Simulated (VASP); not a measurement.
Write the native input for VASP 6.6.1 that does the following.

```yaml
Task: density of states
Functional: PBE
Potentials_or_basis: VASP PAW PBE potentials, release 64 (Sc_sv, Al, N)
Cutoff: 520 eV
k_mesh: 8 × 8 × 6
Occupations: gaussian, width 0.02 eV
Spin: no spin polarisation
Dipole_correction: no
k_mesh_for_the_DOS: 12 × 12 × 9
Occupations_for_the_DOS: tetrahedron
Further_INCAR_settings: ALGO = Normal; EDIFF = 1e-06; NBANDS = 20
```

The system is ScAlN2.

```
Sc Al N
1.0
     3.27768    0.00000    0.00000
     0.00000    3.27768    0.00000
     0.00000    0.00000    4.67976
Sc Al N
1 1 2
Direct
  0.00000 0.00000 0.00000
  0.50000 0.50000 0.50000
  0.50000 0.00000 0.27549
  0.00000 0.50000 0.72451
```

The input as run:

POSCAR

```
ScAlN2
1.0
    3.2776797378      0.0000000000      0.0000000000
    0.0000000000      3.2776797378      0.0000000000
    0.0000000000      0.0000000000      4.6797622582
Sc Al N
1 1 2
Direct
    0.0000000000      0.0000000000      0.0000000000
    0.5000000000      0.5000000000      0.5000000000
    0.5000000000      0.0000000000      0.2754917648
    0.0000000000      0.5000000000      0.7245082352
```

INCAR.step1

```
SYSTEM = ScAlN2
PREC = Accurate ; ENCUT = 520
EDIFF = 1E-6 ; ISMEAR = 0
SIGMA = 0.02 ; LREAL = .FALSE.
LASPH = .TRUE. ; NELM = 100
ALGO = Normal ; ISIF = 2
LWAVE = .FALSE. ; LCHARG = .TRUE.
LMAXMIX = 4 ; GGA = PE
NBANDS = 20
```

KPOINTS.step1

```
regular mesh
0
G
  8 8 6
  0 0 0
```

INCAR.step2

```
SYSTEM = ScAlN2
PREC = Accurate ; ENCUT = 520
EDIFF = 1E-6 ; ISMEAR = -5
SIGMA = 0.02 ; LREAL = .FALSE.
LASPH = .TRUE. ; NELM = 100
ALGO = Normal ; ISIF = 2
LWAVE = .FALSE. ; LCHARG = .FALSE.
LMAXMIX = 4 ; GGA = PE
LORBIT = 11 ; NBANDS = 20
NEDOS = 1001 ; ICHARG = 11
```

KPOINTS.step2

```
regular mesh
0
G
  12 12 9
  0 0 0
```

Potentials or basis: VASP PAW PBE potentials, release 64 (Sc_sv, Al, N).

Run with:

```sh
$ cat potpaw_PBE.64/Sc_sv/POTCAR potpaw_PBE.64/Al/POTCAR potpaw_PBE.64/N/POTCAR > POTCAR
$ cp INCAR.step1 INCAR
$ cp KPOINTS.step1 KPOINTS
$ mpirun -np 1 vasp_std > vasp.out
$ cp INCAR.step2 INCAR
$ cp KPOINTS.step2 KPOINTS
$ mpirun -np 1 vasp_std > vasp.out
```

Results of the run:

| Item | Value |
| --- | --- |
| Valence electrons inside the program's atomic spheres | Sc 9.75; Al 0.75; N 3.77 |

Wall time 40 s on 1 thread of Intel(R) Xeon(R) 6975P-C (Granite Rapids), on a shared host, peak memory 0.25 GiB.
